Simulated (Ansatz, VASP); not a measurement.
# NiGe: VASP beside Ansatz

```
CELL_PARAMETERS angstrom
5.39666 0.00000 0.00000
0.00000 3.48088 0.00000
0.00000 0.00000 5.84608
ATOMIC_POSITIONS crystal
Ni 0.99428 0.75000 0.19018
Ni 0.00572 0.25000 0.80982
Ni 0.50572 0.25000 0.69018
Ni 0.49428 0.75000 0.30982
Ge 0.81033 0.75000 0.58743
Ge 0.18967 0.25000 0.41257
Ge 0.68967 0.25000 0.08743
Ge 0.31033 0.75000 0.91257
```

Alike in both runs: task single point; functional PBE; k mesh 6 × 10 × 6; occupations gaussian, width 0.15 eV; no spin polarisation.

|  | VASP | Ansatz |
| --- | --- | --- |
| version | VASP 6.6.1 | Ansatz 0.2.0 |
| potentials or method | VASP PAW PBE potentials, release 64 (Ni, Ge_d), cutoff 520 eV | scalar-relativistic, plane waves, PAW |
| valence electrons in the cell | 96 | 128 |

|  | VASP | Ansatz | Ansatz less VASP |
| --- | --- | --- | --- |
| gap on the k mesh at the Fermi level (eV) | none | none | - |
| pressure (GPa) | 0.2 | 0.0 | -0.23 |
| traceless stress, the component that is largest in VASP (GPa) | 0.26 | 0.20 | -0.063 |
| rms of the force components (eV/Å) | 0.006 | 0.004 | -0.0021 |

Atom by atom the forces differ by 0.004 eV/Å (rms over components). A gap of «none» marks a metal or a gap that the smearing closes. The functional is the same, so the differences come from potentials, cutoffs and numerics. VASP's potentials hold 96 valence electrons a cell and Ansatz's 128, so a difference there can come from the potentials and not from the codes.
